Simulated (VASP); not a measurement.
Input of a VASP 6.6.1 run:

File INCAR:

```
SYSTEM = TiSi2
PREC = Accurate ; ENCUT = 520
EDIFF = 1E-6 ; ISMEAR = 0
SIGMA = 0.1 ; LREAL = .FALSE.
LASPH = .TRUE. ; NELM = 80
ALGO = Normal ; ISIF = 2
LWAVE = .FALSE. ; LCHARG = .FALSE.
GGA = PS ; NBANDS = 29
```

KPOINTS

```
regular mesh
0
G
  6 6 6
  0 0 0
```

The input POSCAR:

```
TiSi2
1.0
    0.0000000000      4.1175163100      4.2628978400
    2.3895119500      0.0000000000      4.2628978400
    2.3895119500      4.1175163100      0.0000000000
Ti Si
2 4
Direct
    0.5000000000      0.5000000000      0.5000000000
    0.7500000000      0.7500000000      0.7500000000
    0.8374343900      0.1625656100      0.8374343900
    0.1625656100      0.8374343900      0.1625656100
    0.0874343900      0.4125656100      0.0874343900
    0.4125656100      0.0874343900      0.4125656100
```

Potentials or basis: VASP PAW PBE potentials, release 64 (Ti_sv, Si).

Launch:

```sh
$ cat potpaw_PBE.64/Ti_sv/POTCAR potpaw_PBE.64/Si/POTCAR > POTCAR
$ mpirun -np 1 vasp_std > vasp.out
```

(1) Estimate the pressure.

(2) Estimate the largest force.

(3) Estimate the band gap on the k mesh.

Answers

(1) -1.8 GPa.

(2) 0.101 eV/Å.

(3) zero (bands 20 and 21 overlap by 1.72 eV).

Caveat: the PAW data sets were made with another functional, which shifts forces and pressure a little.
